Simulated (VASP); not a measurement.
A run of VASP 6.6.1:

The input POSCAR:

```
W
1.0
    2.6236329359      0.0000000000      0.0000000000
    0.0000000000      2.6236329359      0.0000000000
    0.0000000000      0.0000000000      2.6236329359
W
1
Direct
    0.0000000000      0.0000000000      0.0000000000
```

INCAR.step1

```
PREC = Accurate ; ENCUT = 520
ISMEAR = 0 ; SIGMA = 0.1
LREAL = False ; LASPH = True
NELM = 60 ; NBANDS = 13
GGA = PE ; ALGO = Normal
EDIFF = 1E-4 ; LWAVE = True
LCHARG = False
```

INCAR.step2

```
PREC = Accurate ; ENCUT = 520
EDIFF = 1E-7 ; ISMEAR = 0
SIGMA = 0.1 ; LREAL = False
LASPH = True ; NELM = 60
ALGO = Normal ; ISIF = 2
LWAVE = False ; LCHARG = True
METAGGA = R2SCAN ; LMIXTAU = True
LELF = True ; LVHAR = True
NBANDS = 13 ; ISTART = 1
```

KPOINTS

```
regular mesh
0
Gamma
  22 22 22
```

Potentials or basis: VASP PAW PBE potentials, release 64 (W_sv).

The run is started by

```bash
$ cat potpaw_PBE.64/W_sv/POTCAR > POTCAR
$ cp INCAR.step1 INCAR
$ mpirun -np 1 vasp_std > vasp.out
$ cp INCAR.step2 INCAR
$ mpirun -np 1 vasp_std > vasp.out
```

Hardware: 1 thread of Intel Xeon 8259CL, on a shared host.

Question: How long does it take, and how much memory?

Answer: It took 5.4 min on 1 thread of Intel Xeon 8259CL (shared host), peak memory 0.2 GiB. Counts: k points 364.
